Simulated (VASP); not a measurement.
Runs of VASP 6.6.1 on PbSe. The structure is that of space group Fm-3m (No. 225), or close to it. The cells are those of the table. 

```tsv
task	level	potentials or basis	cell	gap on the mesh (eV)	pressure (GPa)	relaxed volume (Å³/atom)
single point	revPBE+D3(BJ)	VASP PAW PBE potentials, release 64 (Pb_d, Se)	a = 4.321 Å, angles 60.0°, 2 atoms	0.33	0.0	-
relaxation of cell and atoms	LDA	VASP PAW LDA potentials, release 64 (Pb_d, Se)	relaxed from a = 4.328 Å, angles 60.0°, 2 atoms	0.03	0.1	(b)
single point	LDA	VASP PAW LDA potentials, release 64 (Pb_d, Se)	a = 4.271 Å, angles 60.0°, 2 atoms	0.03	0.1	-
single point	RPBE	VASP PAW PBE potentials, release 64 (Pb_d, Se)	a = 4.452 Å, angles 60.0°, 2 atoms	0.63	0.0	-
relaxation of cell and atoms	PBE+D3(BJ)	VASP PAW PBE potentials, release 64 (Pb_d, Se)	relaxed from a = 4.328 Å, angles 60.0°, 2 atoms	0.32	-0.1	(a)
```

Alike in all rows: no spin polarisation; k mesh 6 × 6 × 6; cutoff (eV) 500; smearing gaussian 0.01 eV.

Question: Fill in the values left out.

Answer: (a) 28.87; (b) 27.54.

Caveats: spin-orbit coupling is left out, which moves the levels of the heavy elements; the PAW data sets were made with another functional, which shifts forces and pressure a little (at least some runs).

A k mesh can miss the band edges, and the runs leave out spin-orbit coupling on Pb, Se.
